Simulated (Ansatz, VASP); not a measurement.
One calculation of Rh, two programs

File INCAR:

```
  PREC = Accurate
  ENCUT = 520
  EDIFF = 1E-7
  ISMEAR = 0
  SIGMA = 0.15
  LREAL = False
  LASPH = True
  NELM = 100
  ALGO = Fast
  ISIF = 2
  LWAVE = False
  LCHARG = False
  GGA = PS
  NBANDS = 38
```

File KPOINTS:

```
Automatic mesh
0
Gamma
  18 18 6
```

The input POSCAR:

```
Rh
1.0
    2.6755648908      0.0000000000      0.0000000000
   -1.3377824454      2.3171071649      0.0000000000
    0.0000000000      0.0000000000      9.4257000000
Rh
4
Direct
    0.0000000000      0.0000000000      0.0000000000
    0.3333333333      0.6666666667      0.2500000000
    0.0000000000      0.0000000000      0.5000000000
    0.6666666667      0.3333333333      0.7500000000
```

Input for Ansatz:

```yaml
crystal:
  lattice:
    - [2.6755648908, 0.0, 0.0]
    - [-1.3377824454, 2.3171071649, 0.0]
    - [0.0, 0.0, 9.4257]
  atoms:
    - { symbol: Rh, position: [0.0, 0.0, 0.0] }
    - { symbol: Rh, position: [0.3333333333, 0.6666666667, 0.25] }
    - { symbol: Rh, position: [0.0, 0.0, 0.5] }
    - { symbol: Rh, position: [0.6666666667, 0.3333333333, 0.75] }
basis:
  ecutwfc: 420
kpoints:
  mp_grid: { grid: [18, 18, 6] }
hamiltonian:
  xc: pbesol
  pseudopotentials: { kind: paw, azcp: { folder: soft_1 } }
scf:
  occupations: { method: gaussian, width: 0.15 }
output:
  forces: true
  stress: true
  eigenvalues: true
```

Alike in both runs: task single point; functional PBEsol; k mesh 18 × 18 × 6; occupations gaussian, width 0.15 eV; no spin polarisation.

```csv
,VASP,Ansatz
version,VASP 6.6.1,Ansatz 0.2.0
potentials or method,"VASP PAW PBE potentials, release 64 (Rh_pv), cutoff 520 eV","scalar-relativistic, plane waves, PAW"
valence electrons in the cell,60,68
```

```tsv
	VASP	Ansatz	Ansatz less VASP
gap on the k mesh at the Fermi level (eV)	none	none	-
pressure (GPa)	-16.8	-16.7	+0.07
traceless stress, the component that is largest in VASP (GPa)	-13.96	-13.99	-0.036
```

VASP's potentials were made for PBE, not for PBEsol, and Ansatz warns of the same on its side. A gap of «none» marks a metal or a gap that the smearing closes. With one functional, cell and mesh, what is left measures potentials, basis and numerics. VASP's potentials hold 60 valence electrons a cell and Ansatz's 68, so a difference there can come from the potentials and not from the codes.
